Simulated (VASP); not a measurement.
Wanted: the native input for a VASP 6.6.1 run.

```yaml
Task: single point
Functional: PBE
Potentials_or_basis: VASP PAW PBE potentials, release 64 (Hg_sv_GW, F)
Cutoff: 700 eV
k_mesh: 8 × 8 × 8
Occupations: fermi-dirac, width 0.05 eV
Spin: no spin polarisation
Dipole_correction: no
Further_INCAR_settings: ALGO = Normal; EDIFF = 1e-06; NBANDS = 28
```

The structure of HgF3 lies in POSCAR:

```
HgF3
1.0
    0.0000000000      2.8047225385      2.8047225385
    2.8047225385      0.0000000000      2.8047225385
    2.8047225385      2.8047225385      0.0000000000
Hg F
1 3
Direct
    0.0000000000      0.0000000000      0.0000000000
    0.5000000000      0.5000000000      0.5000000000
    0.7500000000      0.7500000000      0.7500000000
    0.2500000000      0.2500000000      0.2500000000
```

These files were run (other wordings do the same):

INCAR

```
SYSTEM = HgF3
  PREC = Accurate
  ENCUT = 700
  EDIFF = 1E-6
  ISMEAR = -1
  SIGMA = 0.05
  LREAL = .False.
  LASPH = .True.
  NELM = 120
  ALGO = Normal
  ISIF = 2
  LWAVE = .False.
  LCHARG = .False.
  GGA = PE
  NBANDS = 28
  GGA_COMPAT = .False.
```

KPOINTS

```
Automatic mesh
0
Gamma
  8 8 8
  0 0 0
```

Potentials or basis: VASP PAW PBE potentials, release 64 (Hg_sv_GW, F).

Launch:

```bash
$ cat potpaw_PBE.64/Hg_sv_GW/POTCAR potpaw_PBE.64/F/POTCAR > POTCAR
$ mpirun -np 1 vasp_std > vasp.out
```

It gave:

| Quantity | Value |
| --- | --- |
| Pressure | 7.4 GPa |
| Band gap on the k mesh | zero (an odd number of electrons rules out a gap without spin polarisation) |

Caveat: the cell stands under pressure; spin-orbit coupling is left out, which moves the levels of the heavy elements; an odd number of electrons without spin polarisation forces a metal; a magnetic or distorted state may lie lower.

It took 35 s on 1 thread of AMD EPYC 9R45 96-Core Processor (Zen 5), with other jobs on the host, peak memory 0.21 GiB.
